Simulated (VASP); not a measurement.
Crystal: P.

```
CELL_PARAMETERS angstrom
1.65820 -5.24200 0.00000
1.65820 5.24200 0.00000
0.00000 0.00000 4.37930
ATOMIC_POSITIONS crystal
P 0.89838 0.10162 0.08068
P 0.60162 0.39838 0.58068
P 0.10162 0.89838 0.91932
P 0.39838 0.60162 0.41932
```

- Program: VASP 6.6.1
- Task: relaxation of cell and atoms
- Functional: LDA
- Potentials or basis: VASP PAW LDA potentials, release 64 (P)
- Cutoff: 500 eV
- k mesh: 7 × 7 × 5
- Occupations: fermi-dirac, width 0.05 eV
- Spin: no spin polarisation

At the start: pressure -2.6 GPa; volume 19.03 Å³/atom.

Question: Where does the relaxation end?

Answer: Over 9 steps the energy falls by 13.1 meV/atom and the volume is 17.31 Å³/atom (-9.0 %); space group Cmce (No. 64, to 0.1 Å) before and after.

The path:
| step | energy change (eV) | largest force (eV/Å) | pressure (GPa) | volume (Å³) |
| --- | --- | --- | --- | --- |
| 1 | 0.0000 | 0.0578 | -2.63 | 76.13 |
| 2 | -0.0123 | 0.3763 | 1.52 | 72.74 |
| 3 | -0.0192 | 0.2078 | -0.12 | 73.98 |
| 4 | -0.0262 | 0.1448 | -0.11 | 73.40 |
| 5 | -0.0343 | 0.1256 | -0.08 | 71.82 |
| 6 | -0.0390 | 0.0858 | -0.08 | 71.41 |
| 7 | -0.0475 | 0.0616 | 0.01 | 70.19 |
| 8 | -0.0485 | 0.1214 | 0.07 | 69.63 |
| 9 | -0.0522 | 0.0194 | 0.02 | 69.26 |

Final structure:
```
P
1.0
     1.65411   -5.07747    0.00000
     1.65411    5.07747    0.00000
     0.00000    0.00000    4.12307
P
4
Cartesian
  1.6541 -3.9964 0.2937
  1.6541 -1.0811 2.3552
  1.6541 3.9964 3.8294
  1.6541 1.0811 1.7678
```
